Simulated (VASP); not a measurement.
A run of VASP 6.6.1 is set up as follows.

Contents of INCAR:

```
PREC     = Accurate       # precision mode
ENCUT    = 600            # plane-wave cutoff, eV
EDIFF    = 1E-7           # SCF threshold, eV
ISMEAR   = 0              # smearing method
SIGMA    = 0.1            # smearing width, eV
LREAL    = False          # projectors in reciprocal space
LASPH    = True           # aspherical terms in the spheres
NELM     = 100            # most SCF steps
ALGO     = Normal         # electronic algorithm
ISIF     = 3              # what is computed and relaxed
LWAVE    = False          # write WAVECAR
LCHARG   = False          # write CHGCAR
GGA      = PS             # functional
IBRION   = 2              # ionic algorithm
NSW      = 90             # ionic steps
EDIFFG   = -0.04          # ionic threshold
```

File KPOINTS:

```
Automatic mesh
0
Gamma
  10 10 10
```

Contents of POSCAR:

```
B
1.0
   -1.2429643298      1.2429643298      1.2429643298
    1.2429643298     -1.2429643298      1.2429643298
    1.2429643298      1.2429643298     -1.2429643298
B
1
Direct
    0.0000000000      0.0000000000      0.0000000000
```

Potentials or basis: VASP PAW PBE potentials, release 64 (B).

Run with:

```console
$ cat potpaw_PBE.64/B/POTCAR > POTCAR
$ mpirun -np 1 vasp_std > vasp.out
```

Question: What does it give for the space group after relaxing (to 0.05 Å)?

Answer: Im-3m (No. 229).

Question: Predict the relaxed cell.

Answer: a = 1.991 Å, b = 1.991 Å, c = 1.991 Å, α = 109.47°, β = 109.47°, γ = 109.47°.

Final structure:
```
B
1.0
    -1.14925    1.14925    1.14925
     1.14925   -1.14925    1.14925
     1.14925    1.14925   -1.14925
B
1
Cartesian
  0.0000 0.0000 0.0000
```
